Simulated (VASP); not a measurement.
Here is a VASP 6.6.1 calculation.

Contents of INCAR:

```
ALGO = Normal
EDIFF = 1E-6
ENCUT = 520
GGA = PE
GGA_COMPAT = False
ISIF = 2
ISMEAR = -1
LASPH = True
LCHARG = False
LMAXMIX = 4
LNONCOLLINEAR = True
LORBIT = 11
LORBMOM = True
LREAL = False
LSORBIT = True
LWAVE = False
MAGMOM = 0 0 0
NBANDS = 22
NELM = 150
PREC = Accurate
SIGMA = 0.03
```

The input KPOINTS:

```
k-points
0
Gamma
  15 15 15
```

Contents of POSCAR:

```
Ag
1.0
    0.0000000000      2.0431000000      2.0431000000
    2.0431000000      0.0000000000      2.0431000000
    2.0431000000      2.0431000000      0.0000000000
Ag
1
Direct
    0.0000000000      0.0000000000      0.0000000000
```

Potentials or basis: VASP PAW PBE potentials, release 64 (Ag).

Launch:

```sh
$ cat potpaw_PBE.64/Ag/POTCAR > POTCAR
$ mpirun -np 1 vasp_ncl > vasp.out
```

**Question.** What does it give for the net moment?

**Answer.** 0.00 μB per cell.

**Question.** Predict the pressure.

**Answer.** 4.3 GPa.

Moments on the atoms (μB; x, y, z):
```
Ag  0.00 0.00 0.00
```
